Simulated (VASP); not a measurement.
Runs of VASP 6.6.1 on Y2LuN3. The structure is that of space group P-3m1 (No. 164), or close to it. The cells are those of the table. 

```csv
task,level,cell,cutoff (eV),gap on the mesh (eV),pressure (GPa),largest force (eV/Å)
single point,PBE,"a = 3.546, b = 3.546, c = 8.687 Å, angles 90.0, 90.0, 120.0°, 6 atoms",520,(b),-12.6,0.03
relaxation of shape and atoms at fixed volume,PBE,"relaxed from a = 3.292, b = 3.292, c = 8.067 Å, angles 90.0, 90.0, 120.0°, 6 atoms",600,none,27.2,0.01
relaxation of shape and atoms at fixed volume,PBE,"relaxed from a = 3.329, b = 3.329, c = 8.157 Å, angles 90.0, 90.0, 120.0°, 6 atoms",600,none,18.7,-
single point,r2SCAN,"a = 3.435, b = 3.435, c = 8.416 Å, angles 90.0, 90.0, 120.0°, 6 atoms",520,0.49,(a),0.01
```

Alike in all rows: potentials or basis VASP PAW PBE potentials, release 64 (Y_sv, Lu, N); no spin polarisation; k mesh 12 × 12 × 4; smearing gaussian 0.01 eV.

Estimate the missing entries.

(a) -1.2; (b) 0.30.

Caveats: spin-orbit coupling is left out, which moves the levels of the heavy elements; the PAW data sets were made with another functional, which shifts forces and pressure a little (some runs).

A k mesh can miss the band edges, and the runs leave out spin-orbit coupling on Lu, Y.

A gap of «none» marks levels without a gap at the run's occupations.
